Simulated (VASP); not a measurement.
# ZrS (Fm-3m) in VASP: notebook

Runs on ZrS. Level: r2SCAN. Tasks: single point, relaxation of cell and atoms.

All numbers are computed with VASP 6.6.1; they aren't measurements. Logs are shortened: lines on timing, memory, paths and dates and some standing lists are left out, and cuts for length are marked.

**1. The cell of the first run**

Symmetry: Fm-3m, No. 225, cubic system. Conventional cell: a = 5.226 Å, b = 5.226 Å, c = 5.226 Å, α = 90.00°, β = 90.00°, γ = 90.00°. Zr (site symmetry m-3m) has 6 S at 2.61 Å within 3.4 Å. Within 3.4 Å of S (site symmetry m-3m) lie 6 Zr at 2.61 Å.

**2. Single point, r2SCAN**

File POSCAR:

```
ZrS
1.0
    0.0000000000      2.6128388830      2.6128388830
    2.6128388830      0.0000000000      2.6128388830
    2.6128388830      2.6128388830      0.0000000000
Zr S
1 1
Direct
    0.0000000000      0.0000000000      0.0000000000
    0.5000000000      0.5000000000      0.5000000000
```

File INCAR.step1:

```
SYSTEM = ZrS
PREC = Accurate ; ENCUT = 520
ISMEAR = -1 ; SIGMA = 0.08
LREAL = .FALSE. ; LASPH = .TRUE.
NELM = 100 ; NBANDS = 16
GGA = PE ; ALGO = Normal
EDIFF = 1E-4 ; LWAVE = .TRUE.
LCHARG = .FALSE.
```

File INCAR.step2:

```
SYSTEM = ZrS
PREC = Accurate ; ENCUT = 520
EDIFF = 1E-6 ; ISMEAR = -1
SIGMA = 0.08 ; LREAL = .FALSE.
LASPH = .TRUE. ; NELM = 100
ALGO = Normal ; ISIF = 2
LWAVE = .FALSE. ; LCHARG = .FALSE.
METAGGA = R2SCAN ; LMIXTAU = .TRUE.
NBANDS = 16 ; ISTART = 1
```

File KPOINTS:

```
regular mesh
0
G
  14 14 14
  0 0 0
```

Potentials or basis: VASP PAW PBE potentials, release 64 (Zr_sv, S).

Run with:

```sh
$ cat potpaw_PBE.64/Zr_sv/POTCAR potpaw_PBE.64/S/POTCAR > POTCAR
$ cp INCAR.step1 INCAR
$ mpirun -np 1 vasp_std > vasp.out
$ cp INCAR.step2 INCAR
$ mpirun -np 1 vasp_std > vasp.out
```

OUTCAR:

```text
SYSTEM = ZrS
   PREC = Accurate
   ENCUT = 520
   EDIFF = 1E-6
   ISMEAR = -1
   LREAL = .FALSE.
   LASPH = .TRUE.
   NELM = 100
   ISIF = 2
   METAGGA = R2SCAN
   ISTART = 1

 ion  position               nearest neighbor table
   1  0.000  0.000  0.000-   2 2.61   2 2.61   2 2.61   2 2.61   2 2.61   2 2.61
   2  0.500  0.500  0.500-   1 2.61   1 2.61   1 2.61   1 2.61   1 2.61   1 2.61

  LATTYP: Found a face centered cubic cell.
 ALAT       =     5.2256777660

  Lattice vectors:

 A1 = (   0.0000000000,   2.6128388830,   2.6128388830)
 A2 = (   2.6128388830,   0.0000000000,   2.6128388830)
 A3 = (   2.6128388830,   2.6128388830,   0.0000000000)

Analysis of symmetry for initial positions (statically):
=====================================================================
 Subroutine PRICEL returns:
 Original cell was already a primitive cell.

 Routine SETGRP: Setting up the symmetry group for a
 face centered cubic supercell.

 Subroutine GETGRP returns: Found 48 space group operations
 (whereof 48 operations were pure point group operations)
 out of a pool of 48 trial point group operations.

The static configuration has the point symmetry O_h .

Analysis of symmetry for dynamics (positions and initial velocities):
=====================================================================
 Subroutine PRICEL returns:
 Original cell was already a primitive cell.

 Routine SETGRP: Setting up the symmetry group for a
 face centered cubic supercell.

 Subroutine GETGRP returns: Found 48 space group operations
 (whereof 48 operations were pure point group operations)
 out of a pool of 48 trial point group operations.

The dynamic configuration has the point symmetry O_h .

 Subroutine INISYM returns: Found 48 space group operations
 (whereof 48 operations are pure point group operations),
 and found     1 'primitive' translations

----------------------------------------------------------------------------------------

                                     Primitive cell

  volume of cell :      35.6753

  direct lattice vectors                    reciprocal lattice vectors
     0.000000000  2.612838883  2.612838883    -0.191362737  0.191362737  0.191362737
[... 81 lines left out ...]
   LNONCOLLINEAR =      F non collinear calculations
   LSORBIT =      F    spin-orbit coupling
   LASPH  =      T    aspherical Exc in radial PAW
   ENCUT  =  520.0 eV  38.22 Ry    6.18 a.u.   6.87  6.87  6.87*2*pi/ulx,y,z
   NELM   =    100;   NELMIN=  2; NELMDL=  0     # of ELM steps
   EDIFF  = 0.1E-05   stopping-criterion for ELM
   LREAL  =      F    real-space projection
   EDIFFG = 0.1E-04   stopping-criterion for IOM
   NSW    =      0    number of steps for IOM
   IBRION =     -1    ionic relax: 0-MD 1-quasi-New 2-CG
   NFREE  =      0    steps in history (QN), initial steepest desc. (CG)
   ISIF   =      2    stress and relaxation
   ISYM   =      2    0-nonsym 1-usesym 2-fastsym
   POTIM  = 0.5000    time-step for ionic-motion
   TEBEG  =    0.0;   TEEND  =   0.0 temperature during run
   PSTRESS=    0.0 pullay stress
   NELECT =      18.0000    total number of electrons
   NUPDOWN=      -1.0000    fix difference up-down
   EMIN   =  10.00;   EMAX   =-10.00  energy-range for DOS
   EFERMI =   0.00;   METHOD = LEGACY
   ISMEAR =    -1;   SIGMA  =   0.08  broadening in eV -4-tet -1-fermi 0-gaus
   EFERMI_NEDOS =   21; number of points for ismear=-14 and -15
   IALGO  =     38    algorithm
   IMIX   =      4    mixing-type and parameters
     AMIX     =   0.40;   BMIX     =  1.00
     AMIX_MAG =   1.60;   BMIX_MAG =  1.00
  volume/ion in A,a.u.               =      17.84       120.37
  Fermi-wavevector in a.u.,A,eV,Ry     =   1.303296  2.462872 23.110588  1.698580
  Thomas-Fermi vector in A             =   2.434307
   LORBIT       =      0    0 simple, 1 ext, 2 COOP (PROOUT), +10 PAW based schemes
   METAGGA = R2SCAN    functional components
   LHFCALC =     F    Hartree Fock is set to
   AEXX    =    0.0000 exact exchange contribution
   IVDW    =     0    specifies the selected vdW correction
   LEPSILON=     F    determine dielectric tensor
   LRPA    =     F    only Hartree local field effects (RPA)
 non-spin polarized calculation
  energy-cutoff  :      520.00
  volume of cell :       35.68
 maximum number of plane-waves:       982
   NGX = 13   NGY = 13   NGZ = 13

 number of electron      17.9999999 magnetization

 Free energy of the ion-electron system (eV)
  ---------------------------------------------------
  ext. energy  EPLUGINS =         0.00000000
  ---------------------------------------------------
  free energy    TOTEN  =       -33.89611475 eV

  energy without entropy =      -33.86768431  energy(sigma->0) =      -33.88189953

 E-fermi :  11.1154     XC(G=0): -12.0382

 val. band max:       11.1101614774   @ k =  -0.2857   0.0714   0.0000
 cond. band min:      11.1194102754   @ k =   0.2857   0.2857   0.0000
 fundamental gap:      0.0092487980
 Fermi energy:        11.1154318172

 k-point     1 :       0.0000    0.0000    0.0000
  band No.  band energies     occupation
      1     -40.7305      2.00000
      2     -18.0124      2.00000
      3     -18.0124      2.00000
      4     -18.0124      2.00000
      5      -5.7547      2.00000
      6       7.1186      2.00000
[... 433 lines left out ...]
      3     -18.0540      2.00000
      4     -18.0475      2.00000
      5      -4.9911      2.00000
      6       4.1236      2.00000
[... 8 lines left out ...]
     15      19.7121      0.00000
     16      20.3751      0.00000

 [... further k-points ...]

------------------------ aborting loop because EDIFF is reached ----------------------------------------

  FORCE on cell =-STRESS in cart. coord.  units (eV):
  Direction    XX          YY          ZZ          XY          YZ          ZX
  --------------------------------------------------------------------------------------
  -------------------------------------------------------------------------------------
  Total       -0.0074357     -0.0074357     -0.0074357      0.0000000     -0.0000000     -0.0000000
  in kB       -0.3339370     -0.3339370     -0.3339370      0.0000000     -0.0000000     -0.0000000
  external PRESSURE =      -0.3339370 kB  Pullay stress =       0.0000000 kB

 VOLUME and BASIS-vectors are now :
 -----------------------------------------------------------------------------
  energy-cutoff  :      520.00
  volume of cell :       35.68
      direct lattice vectors                 reciprocal lattice vectors
     0.000000000  2.612838883  2.612838883    -0.191362737  0.191362737  0.191362737
     2.612838883  0.000000000  2.612838883     0.191362737 -0.191362737  0.191362737
     2.612838883  2.612838883  0.000000000     0.191362737  0.191362737 -0.191362737

 POSITION                                       TOTAL-FORCE (eV/Angst)
 -----------------------------------------------------------------------------------
      0.00000      0.00000      0.00000         0.000000      0.000000      0.000000
      2.61284      2.61284      2.61284         0.000000      0.000000     -0.000000
 -----------------------------------------------------------------------------------
    total drift:                                0.000000      0.000000      0.000000

  FREE ENERGIE OF THE ION-ELECTRON SYSTEM (eV)
  ---------------------------------------------------
  free  energy   TOTEN  =       -33.8961147519 eV

  energy  without entropy=      -33.8676843128  energy(sigma->0) =      -33.88189953
```

OUTCAR.step1:

```text
SYSTEM = ZrS
   PREC = Accurate
   ENCUT = 520
   ISMEAR = -1
   LREAL = .FALSE.
   LASPH = .TRUE.
[... 676 lines left out ...]
      0.00000      0.00000      0.00000        -0.000000     -0.000000     -0.000000
      2.61284      2.61284      2.61284         0.000000      0.000000      0.000000
 -----------------------------------------------------------------------------------
    total drift:                                0.000000      0.000000      0.000000

  FREE ENERGIE OF THE ION-ELECTRON SYSTEM (eV)
  ---------------------------------------------------
  free  energy   TOTEN  =       -15.4221707371 eV

  energy  without entropy=      -15.3927295419  energy(sigma->0) =      -15.40745014
```

Wall time 4.3 min (1 thread of Intel Xeon 8259CL, shared host); peak memory 0.21 GiB.

What came out:

```yaml
Free_energy: -33.8961 eV
Pressure: 0.0 GPa
Band_gap_on_the_k_mesh: zero (bands 9 and 10 overlap by 2.98 eV)
```

Levels at points of the mesh, in eV from the Fermi level:
```csv
k point,band 7,band 8,band 9,band 10,band 11,band 12
"(0.00, 0.00, 0.00)",-4.00,-4.00,-1.46,-1.46,-1.46,-0.71
"(0.50, 0.00, 0.00)",-6.50,-6.50,1.53,1.53,1.89,2.10
"(0.50, 0.50, 0.00)",-4.97,-4.97,-3.60,0.54,2.44,2.44
```

Caveat: the PAW data sets were made with another functional, which shifts forces and pressure a little.

**3. Relaxation of cell and atoms, r2SCAN**

This run uses another cell than the first one, of 18.09 Å³/atom.

File POSCAR:

```
ZrS
1.0
    0.0000000000      2.6250000000      2.6250000000
    2.6250000000      0.0000000000      2.6250000000
    2.6250000000      2.6250000000      0.0000000000
Zr S
1 1
Direct
    0.0000000000      0.0000000000      0.0000000000
    0.5000000000      0.5000000000      0.5000000000
```

File INCAR.step1:

```
  ALGO = Normal
  EDIFF = 1E-4
  ENCUT = 600
  GGA = PE
  ISMEAR = -1
  LASPH = T
  LCHARG = F
  LREAL = F
  LWAVE = T
  NELM = 80
  PREC = Accurate
  SIGMA = 0.08
```

File INCAR.step2:

```
  ALGO = Normal
  EDIFF = 1E-7
  EDIFFG = -0.002
  ENCUT = 600
  IBRION = 2
  ISIF = 3
  ISMEAR = -1
  ISTART = 1
  LASPH = T
  LCHARG = F
  LMIXTAU = T
  LREAL = F
  LWAVE = F
  METAGGA = R2SCAN
  NELM = 80
  NSW = 100
  PREC = Accurate
  SIGMA = 0.08
```

File KPOINTS:

```
k-points
0
Gamma
  14 14 14
```

Potentials or basis: VASP PAW PBE potentials, release 64 (Zr_sv, S).

Run with:

```sh
$ cat potpaw_PBE.64/Zr_sv/POTCAR potpaw_PBE.64/S/POTCAR > POTCAR
$ cp INCAR.step1 INCAR
$ mpirun -np 1 vasp_std > vasp.out
$ cp INCAR.step2 INCAR
$ mpirun -np 1 vasp_std > vasp.out
```

It took 20 min on 1 thread of Intel Xeon 8259CL, shared host; peak memory 0.23 GiB.

Results (log left out):

* Free energy: -33.8951 eV
* Relaxed volume: 17.84 Å³/atom
* Relaxed cell: a = 3.695 Å, b = 3.695 Å, c = 3.695 Å, α = 60.00°, β = 60.00°, γ = 60.00°
* Space group after relaxing (to 0.1 Å): Fm-3m (No. 225)
* Energy gained by relaxing: 1.5 meV/atom
* Ionic steps: 3
* Pressure after relaxing: 0.0 GPa

Step by step:
```tsv
step	energy change (eV)	largest force (eV/Å)	pressure (GPa)	volume (Å³)
1	0.0000	0.0000	-1.91	36.18
2	0.0016	0.0000	2.50	35.06
3	-0.0031	0.0000	0.00	35.67
```

Final structure:
```xyz
2
Lattice="0.0000 2.6127 2.6127 2.6127 0.0000 2.6127 2.6127 2.6127 0.0000" Properties=species:S:1:pos:R:3 pbc="T T T"
Zr    0.0000    0.0000    0.0000
S     2.6127    2.6127    2.6127
```

Levels at points of the mesh, in eV from the Fermi level:
```
           k point  band 6  band 7  band 8  band 9  band 10  band 11  band 12  band 13
(0.00, 0.00, 0.00)   -4.00   -4.00   -4.00   -1.46    -1.46    -1.46    -0.71    -0.71
(0.50, 0.00, 0.00)   -8.58   -6.50   -6.50    1.53     1.53     1.89     2.10     5.90
(0.50, 0.50, 0.00)   -6.80   -4.97   -4.97   -3.60     0.54     2.44     2.44     3.10
```

Caveat: the highest band is partly filled, so the run has too few bands; the PAW data sets were made with another functional, which shifts forces and pressure a little.
